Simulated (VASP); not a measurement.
# Al3NiSn (Pm-3m) in VASP: a series of runs, part 2 of 2

VASP 6.6.1. The steps go on from the part before.

### Step 3. Relaxation of cell and atoms, PBE

This run uses another cell than the first one, of 19.19 Å³/atom, 0.994 times its volume.

INCAR reads:

```
SYSTEM = Al3NiSn
  ALGO = Normal
  EDIFF = 1E-7
  EDIFFG = -0.01
  ENCUT = 600
  GGA = PE
  IBRION = 2
  ISIF = 3
  ISMEAR = 0
  LASPH = .True.
  LCHARG = .False.
  LREAL = .False.
  LWAVE = .False.
  NELM = 100
  NSW = 100
  PREC = Accurate
  SIGMA = 0.1
```

KPOINTS reads:

```
k-points
0
Gamma
  8 8 8
  0 0 0
```

POSCAR reads:

```
Al3NiSn
1.0
    4.5778305864      0.0000000000      0.0000000000
    0.0000000000      4.5778305864      0.0000000000
    0.0000000000      0.0000000000      4.5778305864
Al Ni Sn
3 1 1
Direct
    0.5000000000      0.0000000000      0.0000000000
    0.0000000000      0.5000000000      0.0000000000
    0.0000000000      0.0000000000      0.5000000000
    0.0000000000      0.0000000000      0.0000000000
    0.5000000000      0.5000000000      0.5000000000
```

Potentials or basis: VASP PAW PBE potentials, release 64 (Al, Ni, Sn_d).

The run is started by

```
$ cat potpaw_PBE.64/Al/POTCAR potpaw_PBE.64/Ni/POTCAR potpaw_PBE.64/Sn_d/POTCAR > POTCAR
$ mpirun -np 1 vasp_std > vasp.out
```

OUTCAR:

```text
SYSTEM = Al3NiSn
   EDIFF = 1E-7
   EDIFFG = -0.01
   ENCUT = 600
   GGA = PE
   IBRION = 2
   ISIF = 3
   ISMEAR = 0
   LASPH = .True.
   LREAL = .False.
   NELM = 100
   NSW = 100
   PREC = Accurate

 ion  position               nearest neighbor table
   1  0.500  0.000  0.000-   4 2.29   4 2.29   2 3.24   5 3.24   3 3.24   5 3.24   2 3.24   5 3.24
                             5 3.24   2 3.24   3 3.24   3 3.24   3 3.24   2 3.24
   2  0.000  0.500  0.000-   4 2.29   4 2.29   1 3.24   5 3.24   3 3.24   5 3.24   1 3.24   3 3.24
                             3 3.24   3 3.24   1 3.24   5 3.24   5 3.24   1 3.24
   3  0.000  0.000  0.500-   4 2.29   4 2.29   1 3.24   5 3.24   1 3.24   2 3.24   2 3.24   2 3.24
                             5 3.24   2 3.24   1 3.24   5 3.24   1 3.24   5 3.24
   4  0.000  0.000  0.000-   1 2.29   2 2.29   3 2.29   3 2.29   2 2.29   1 2.29
   5  0.500  0.500  0.500-   1 3.24   2 3.24   3 3.24   1 3.24   2 3.24   1 3.24   3 3.24   1 3.24
                             2 3.24   3 3.24   2 3.24   3 3.24

  LATTYP: Found a simple cubic cell.
 ALAT       =     4.5778305864

  Lattice vectors:

 A1 = (   4.5778305864,   0.0000000000,   0.0000000000)
 A2 = (   0.0000000000,   4.5778305864,   0.0000000000)
 A3 = (   0.0000000000,   0.0000000000,   4.5778305864)

Analysis of symmetry for initial positions (statically):
=====================================================================
 Subroutine PRICEL returns:
 Original cell was already a primitive cell.

 Routine SETGRP: Setting up the symmetry group for a
 simple cubic supercell.

 Subroutine GETGRP returns: Found 48 space group operations
 (whereof 48 operations were pure point group operations)
 out of a pool of 48 trial point group operations.

The static configuration has the point symmetry O_h .

Analysis of symmetry for dynamics (positions and initial velocities):
=====================================================================
 Subroutine PRICEL returns:
 Original cell was already a primitive cell.

 Routine SETGRP: Setting up the symmetry group for a
 simple cubic supercell.

 Subroutine GETGRP returns: Found 48 space group operations
 (whereof 48 operations were pure point group operations)
 out of a pool of 48 trial point group operations.

The dynamic configuration has the point symmetry O_h .

 Subroutine INISYM returns: Found 48 space group operations
 (whereof 48 operations are pure point group operations),
 and found     1 'primitive' translations

----------------------------------------------------------------------------------------

                                     Primitive cell

  volume of cell :      95.9355

  direct lattice vectors                    reciprocal lattice vectors
     4.577830586  0.000000000  0.000000000     0.218444082  0.000000000  0.000000000
[... 129 lines left out ...]
 NGX is ok and might be reduce to    40
   NGX = 19   NGY = 19   NGZ = 19

--------------------------------------- Ionic step        1  -------------------------------------------

 number of electron      33.0000010 magnetization

 Free energy of the ion-electron system (eV)
  ---------------------------------------------------
  ext. energy  EPLUGINS =         0.00000000
  ---------------------------------------------------
  free energy    TOTEN  =       -20.60151266 eV

  energy without entropy =      -20.58780275  energy(sigma->0) =      -20.59465770

------------------------ aborting loop because EDIFF is reached ----------------------------------------

  FORCE on cell =-STRESS in cart. coord.  units (eV):
  Direction    XX          YY          ZZ          XY          YZ          ZX
  --------------------------------------------------------------------------------------
  -------------------------------------------------------------------------------------
  Total        0.2106075      0.2106075      0.2106075      0.0000000     -0.0000000     -0.0000000
  in kB        3.5172671      3.5172671      3.5172671      0.0000000     -0.0000000     -0.0000000
  external PRESSURE =       3.5172671 kB  Pullay stress =       0.0000000 kB

 VOLUME and BASIS-vectors are now :
 -----------------------------------------------------------------------------
  energy-cutoff  :      600.00
  volume of cell :       95.94
      direct lattice vectors                 reciprocal lattice vectors
     4.577830586  0.000000000  0.000000000     0.218444082  0.000000000  0.000000000
     0.000000000  4.577830586  0.000000000     0.000000000  0.218444082  0.000000000
     0.000000000  0.000000000  4.577830586     0.000000000  0.000000000  0.218444082

 POSITION                                       TOTAL-FORCE (eV/Angst)
 -----------------------------------------------------------------------------------
      2.28892      0.00000      0.00000         0.000000      0.000000      0.000000
      0.00000      2.28892      0.00000         0.000000      0.000000      0.000000
      0.00000      0.00000      2.28892         0.000000      0.000000      0.000000
      0.00000      0.00000      0.00000         0.000000      0.000000      0.000000
      2.28892      2.28892      2.28892         0.000000      0.000000      0.000000
 -----------------------------------------------------------------------------------
    total drift:                               -0.000000      0.000000     -0.000000

  FREE ENERGIE OF THE ION-ELECTRON SYSTEM (eV)
  ---------------------------------------------------
  free  energy   TOTEN  =       -20.6015126554 eV

  energy  without entropy=      -20.5878027482  energy(sigma->0) =      -20.59465770

--------------------------------------- Ionic step        2  -------------------------------------------

 number of electron      33.0000006 magnetization

 Free energy of the ion-electron system (eV)
  ---------------------------------------------------
  ext. energy  EPLUGINS =         0.00000000
  ---------------------------------------------------
  free energy    TOTEN  =       -20.60202913 eV

  energy without entropy =      -20.58835012  energy(sigma->0) =      -20.59518963

 E-fermi :   7.2499     XC(G=0): -10.1547

 val. band max:        7.2091836963   @ k =   0.3750   0.3750   0.2500
 cond. band min:       7.2656721402   @ k =   0.5000   0.5000   0.0000
 fundamental gap:      0.0564884439
 Fermi energy:         7.2498902107

 k-point     1 :       0.0000    0.0000    0.0000
  band No.  band energies     occupation
      1     -14.3060      2.00000
      2     -14.3060      2.00000
      3     -14.3018      2.00000
      4     -14.3018      2.00000
      5     -14.3018      2.00000
      6      -3.0987      2.00000
[... 541 lines left out ...]
     19       9.2855      0.00000
     20       9.6057      0.00000

 [... further k-points ...]

------------------------ aborting loop because EDIFF is reached ----------------------------------------

  FORCE on cell =-STRESS in cart. coord.  units (eV):
  Direction    XX          YY          ZZ          XY          YZ          ZX
  --------------------------------------------------------------------------------------
  -------------------------------------------------------------------------------------
  Total       -0.0490389     -0.0490389     -0.0490389     -0.0000000      0.0000000     -0.0000000
  in kB       -0.8140057     -0.8140057     -0.8140057     -0.0000000      0.0000000     -0.0000000
  external PRESSURE =      -0.8140057 kB  Pullay stress =       0.0000000 kB

 VOLUME and BASIS-vectors are now :
 -----------------------------------------------------------------------------
  energy-cutoff  :      600.00
  volume of cell :       96.52
      direct lattice vectors                 reciprocal lattice vectors
     4.587132982 -0.000000000 -0.000000000     0.218001092 -0.000000000 -0.000000000
     0.000000000  4.587132982  0.000000000     0.000000000  0.218001092  0.000000000
     0.000000000 -0.000000000  4.587132982     0.000000000 -0.000000000  0.218001092

 POSITION                                       TOTAL-FORCE (eV/Angst)
 -----------------------------------------------------------------------------------
      2.29357     -0.00000     -0.00000        -0.000000     -0.000000      0.000000
      0.00000      2.29357      0.00000        -0.000000     -0.000000      0.000000
      0.00000     -0.00000      2.29357        -0.000000     -0.000000      0.000000
      0.00000      0.00000      0.00000        -0.000000      0.000000      0.000000
      2.29357      2.29357      2.29357         0.000000      0.000000      0.000000
 -----------------------------------------------------------------------------------
    total drift:                               -0.000000      0.000000     -0.000000

  FREE ENERGIE OF THE ION-ELECTRON SYSTEM (eV)
  ---------------------------------------------------
  free  energy   TOTEN  =       -20.6020291328 eV

  energy  without entropy=      -20.5883501215  energy(sigma->0) =      -20.59518963

 reached required accuracy - stopping structural energy minimisation
```

OSZICAR:

```text
N       E                     dE             d eps       ncg     rms          rms(c)
DAV:   1     0.219319679938E+03    0.21932E+03   -0.15913E+04  1400   0.201E+03
[... 17 lines left out ...]
DAV:   2    -0.206579922143E+02   -0.38258E-01   -0.53261E-01  1852   0.124E+01    0.211E+00
DAV:   3    -0.206024885392E+02    0.55504E-01   -0.28915E-01  1756   0.888E+00    0.248E-01
DAV:   4    -0.206022608645E+02    0.22767E-03   -0.11741E-02  1552   0.112E+00    0.123E-01
DAV:   5    -0.206020450237E+02    0.21584E-03   -0.84897E-04  2048   0.462E-01    0.295E-02
DAV:   6    -0.206020317532E+02    0.13271E-04   -0.89622E-05  1524   0.673E-02    0.128E-02
DAV:   7    -0.206020306358E+02    0.11174E-05   -0.42301E-06  1712   0.199E-02    0.654E-03
DAV:   8    -0.206020290597E+02    0.15761E-05   -0.20755E-06  2064   0.230E-02    0.154E-03
DAV:   9    -0.206020291328E+02   -0.73105E-07   -0.20870E-07  1052   0.656E-03
   2 F= -.20602029E+02 E0= -.20595190E+02  d E =-.516477E-03
```

Run time: 92 s. Hardware: 1 thread of AMD EPYC 7R13 (Zen 3), shared host; peak memory 0.28 GiB.

What came out:

| Property | Result |
| --- | --- |
| Free energy | -20.6020 eV |
| Relaxed volume | 19.30 Å³/atom |
| Relaxed cell | a = 4.587 Å, b = 4.587 Å, c = 4.587 Å, α = 90.00°, β = 90.00°, γ = 90.00° |
| Space group after relaxing (to 0.05 Å) | Pm-3m (No. 221) |
| Energy gained by relaxing | 0.1 meV/atom |
| Ionic steps | 2 |
| Pressure after relaxing | -0.1 GPa |

Step by step:
```csv
step,energy change (eV),largest force (eV/Å),pressure (GPa),volume (Å³)
1,0.0000,0.0000,0.35,95.94
2,-0.0005,0.0000,-0.08,96.52
```

Final structure:
```xyz
5
Lattice="4.5871 0.0000 0.0000 0.0000 4.5871 0.0000 0.0000 0.0000 4.5871" Properties=species:S:1:pos:R:3 pbc="T T T"
Al    2.2936    0.0000    0.0000
Al    0.0000    2.2936    0.0000
Al    0.0000    0.0000    2.2936
Ni    0.0000    0.0000    0.0000
Sn    2.2936    2.2936    2.2936
```

Caveat: spin-orbit coupling is left out, which moves the levels of the heavy elements. Spin polarisation is off, so any magnetic state and its effect on volume and gap are missing.

### Step 4. Single point, PBE, collinear spin, ferromagnetic start

This run uses another cell than the first one, of 16.73 Å³/atom, 0.867 times its volume.

INCAR reads:

```
ALGO = Normal ; EDIFF = 1E-7
ENCUT = 520 ; GGA = PE
ISIF = 2 ; ISMEAR = 0
ISPIN = 2 ; LASPH = T
LCHARG = F ; LMAXMIX = 4
LORBIT = 11 ; LREAL = F
LWAVE = F ; MAGMOM = 0 0 0 2 0
NBANDS = 28 ; NELM = 150
PREC = Accurate ; SIGMA = 0.1
```

KPOINTS reads:

```
k-points
0
Gamma
  4 4 4
```

Edit POSCAR of step 3 so:

```diff
@@ -2,5 +2,5 @@
 1.0
-    4.5778305864      0.0000000000      0.0000000000
-    0.0000000000      4.5778305864      0.0000000000
-    0.0000000000      0.0000000000      4.5778305864
+    4.3736636300      0.0000000000      0.0000000000
+    0.0000000000      4.3736636300      0.0000000000
+    0.0000000000      0.0000000000      4.3736636300
 Al Ni Sn
```

The run is started by

```
$ cat potpaw_PBE.64/Al/POTCAR potpaw_PBE.64/Ni/POTCAR potpaw_PBE.64/Sn_d/POTCAR > POTCAR
$ mpirun -np 1 vasp_std > vasp.out
```

Wall time 51 s (1 thread of Intel Xeon Platinum 8488C (Sapphire Rapids), shared host); peak memory 0.25 GiB.

The run converged. Its results:

```
Free energy                                           : -20.1464 eV
Pressure                                              : 14.0 GPa
Net moment                                            : 0.00 μB per cell
Valence electrons inside the program's atomic spheres : Al 0.81; Ni 10.00; Sn 12.29
```

Levels at points of the mesh, in eV from the Fermi level:
Spin up:
| k point | band 14 | band 15 | band 16 | band 17 | band 18 | band 19 | band 20 | band 21 |
| --- | --- | --- | --- | --- | --- | --- | --- | --- |
| (0.00, 0.00, 0.00) | -2.98 | -2.98 | -0.13 | -0.13 | 3.03 | 3.03 | 3.03 | 4.05 |
| (0.50, 0.00, 0.00) | -1.57 | -1.57 | -0.51 | -0.42 | -0.42 | 0.47 | 1.31 | 5.54 |
| (0.50, 0.50, 0.00) | -2.83 | -0.39 | 0.10 | 1.01 | 1.01 | 1.73 | 2.26 | 2.26 |
| (0.50, 0.50, 0.50) | -3.32 | -3.32 | -1.77 | -1.77 | -1.77 | 8.67 | 8.67 | 8.67 |
Spin down:
| k point | band 14 | band 15 | band 16 | band 17 | band 18 | band 19 | band 20 | band 21 |
| --- | --- | --- | --- | --- | --- | --- | --- | --- |
| (0.00, 0.00, 0.00) | -2.98 | -2.98 | -0.13 | -0.13 | 3.03 | 3.03 | 3.03 | 4.05 |
| (0.50, 0.00, 0.00) | -1.57 | -1.57 | -0.51 | -0.42 | -0.42 | 0.47 | 1.31 | 5.54 |
| (0.50, 0.50, 0.00) | -2.83 | -0.39 | 0.10 | 1.01 | 1.01 | 1.73 | 2.26 | 2.26 |
| (0.50, 0.50, 0.50) | -3.32 | -3.32 | -1.77 | -1.77 | -1.77 | 8.67 | 8.67 | 8.67 |

Caveat: the starting moments collapsed, and a magnetic state may lie lower; spin-orbit coupling is left out, which moves the levels of the heavy elements.
